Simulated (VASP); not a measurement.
ScPd, 2 atoms in the cell. It takes space group P4/mmm (No. 123, tetragonal). The conventional cell has a = 3.283 Å, b = 3.283 Å, c = 3.349 Å, α = 90.00°, β = 90.00°, γ = 90.00°. Sc (site symmetry 4/mmm) has 8 Pd at 2.86 Å and 6 Sc at 3.28 to 3.35 Å within 3.8 Å. Within 3.8 Å of Pd (site symmetry 4/mmm) lie 8 Sc at 2.86 Å and 6 Pd at 3.28 to 3.35 Å.  This cell differs from its parent crystal: zz strain of +2 %.

| Property | Result |
| --- | --- |
| Program | VASP 6.6.1 |
| Task | single point |
| Functional | PBEsol |
| Potentials or basis | VASP PAW PBE potentials, release 64 (Sc_sv, Pd) |
| Cutoff | 520 eV |
| k mesh | 12 × 12 × 12 |
| Occupations | fermi-dirac, width 0.05 eV |
| Spin | no spin polarisation |
| Dipole correction | no |
| Further INCAR settings | ALGO = Normal; EDIFF = 1e-06; NBANDS = 18 |

Potentials or basis: VASP PAW PBE potentials, release 64 (Sc_sv, Pd).

The run is started by

```bash
$ cat potpaw_PBE.64/Sc_sv/POTCAR potpaw_PBE.64/Pd/POTCAR > POTCAR
$ mpirun -np 1 vasp_std > vasp.out
```

Hardware: 1 thread of Intel(R) Xeon(R) 6975P-C (Granite Rapids), with other jobs on the host.

**Question.** Estimate the wall time of this run.

**Answer.** Run time: 31 s on 1 thread of Intel(R) Xeon(R) 6975P-C (Granite Rapids) (shared host), peak memory 0.25 GiB. Counts: scf iterations 13, k points 196.
